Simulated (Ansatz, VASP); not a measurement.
# Mg2SO: VASP beside Ansatz

File POSCAR:

```
Mg2SO
1.0
    3.7469395325      0.0000000000      0.0000000000
    0.0000000000      3.7469395325      0.0000000000
    0.0000000000      0.0000000000      4.9797574496
O Mg S
1 2 1
Direct
    0.0000000000      0.0000000000      0.0000000000
    0.0000000000      0.5000000000      0.8113169975
    0.5000000000      0.0000000000      0.1886830025
    0.5000000000      0.5000000000      0.5000000000
```

File INCAR.step1:

```
SYSTEM = Mg2SO
PREC = Accurate
ENCUT = 520
ISMEAR = 0
SIGMA = 0.01
LREAL = .False.
LASPH = .True.
NELM = 60
NBANDS = 16
GGA = PE
ALGO = Normal
EDIFF = 1E-4
LWAVE = .True.
LCHARG = .False.
```

File INCAR.step2:

```
SYSTEM = Mg2SO
PREC = Accurate
ENCUT = 520
EDIFF = 1E-6
ISMEAR = 0
SIGMA = 0.01
LREAL = .False.
LASPH = .True.
NELM = 60
ALGO = Normal
ISIF = 2
LWAVE = .False.
LCHARG = .True.
METAGGA = R2SCAN
LMIXTAU = .True.
LELF = .True.
LVHAR = .True.
NBANDS = 16
ISTART = 1
```

Contents of KPOINTS:

```
regular mesh
0
Gamma
  6 6 4
  0 0 0
```

Input for Ansatz:

```yaml
crystal:
  lattice:
    - [3.7469395325, 0.0, 0.0]
    - [0.0, 3.7469395325, 0.0]
    - [0.0, 0.0, 4.9797574496]
  atoms:
    - { symbol: O, position: [0.0, 0.0, 0.0] }
    - { symbol: Mg, position: [0.0, 0.5, 0.8113169975] }
    - { symbol: S, position: [0.5, 0.5, 0.5] }
    - { symbol: Mg, position: [0.5, 0.0, 0.1886830025] }
kpoints:
  mp_grid: { grid: [6, 6, 4] }
hamiltonian:
  xc: r2scan
scf:
  occupations: { method: fixed }
  n_extra_bands: 5
output:
  forces: true
  stress: true
  eigenvalues: true
```

Alike in both runs: task single point; functional r2SCAN; k mesh 6 × 6 × 4; no spin polarisation.

|  | VASP | Ansatz |
| --- | --- | --- |
| version | VASP 6.6.1 | Ansatz 0.2.0 |
| potentials or method | VASP PAW PBE potentials, release 64 (O, Mg, S) | plane waves, PAW |
| plane-wave cutoff (eV) | 520 | 500 |
| occupations | gaussian, width 0.01 eV | fixed |
| valence electrons in the cell | 16 | 32 |

Ansatz gave:

| Quantity | Value |
| --- | --- |
| gap on the k mesh at the Fermi level (eV) | 2.06 |
| pressure (GPa) | -4.4 |
| rms of the force components (eV/Å) | 0.044 |

Task: What did VASP give for the same quantities?

Result: gap on the k mesh at the Fermi level (eV): 2.04; pressure (GPa): -4.8; rms of the force components (eV/Å): 0.045.

VASP's potentials were made for PBE, not for r2SCAN. VASP's potentials hold 16 valence electrons a cell and Ansatz's 32, so a difference there can come from the potentials and not from the codes.
